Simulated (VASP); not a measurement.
Write the native input for VASP 6.6.1 that does the following.

```
Task                   : single point
Functional             : PBEsol
Potentials or basis    : VASP PAW PBE potentials, release 64 (Os)
Cutoff                 : 520 eV
k mesh                 : 15 × 15 × 15
Occupations            : fermi-dirac, width 0.1 eV
Spin                   : no spin polarisation
Dipole correction      : no
Further INCAR settings : ALGO = Normal; EDIFF = 1e-07; NBANDS = 10
```

The structure of Os lies in POSCAR:

```
Os
1.0
    2.4439752485      0.0000000000      0.0000000000
    0.0000000000      2.4439752485      0.0000000000
    0.0000000000      0.0000000000      2.4439752485
Os
1
Direct
    0.0000000000      0.0000000000      0.0000000000
```

This cell differs from its parent crystal: volume scaled by 0.9.

The input as run:

INCAR

```
PREC = Accurate ; ENCUT = 520
EDIFF = 1E-7 ; ISMEAR = -1
SIGMA = 0.1 ; LREAL = F
LASPH = T ; NELM = 80
ALGO = Normal ; ISIF = 2
LWAVE = F ; LCHARG = F
GGA = PS ; NBANDS = 10
```

KPOINTS

```
Automatic mesh
0
Gamma
  15 15 15
```

Potentials or basis: VASP PAW PBE potentials, release 64 (Os).

Run with:

```console
$ cat potpaw_PBE.64/Os/POTCAR > POTCAR
$ mpirun -np 1 vasp_std > vasp.out
```

Results of the run:

```
Pressure               : 40.9 GPa
Band gap on the k mesh : zero (band 4 reaches 14.60 eV, above the bottom of band 5 at 7.61 eV)
```

Caveat: the PAW data sets were made with another functional, which shifts forces and pressure a little; spin-orbit coupling is left out, which moves the levels of the heavy elements.

Wall time 6.4 s on 1 thread of Intel(R) Xeon(R) 6975P-C (Granite Rapids), with other jobs on the host, peak memory 0.13 GiB.
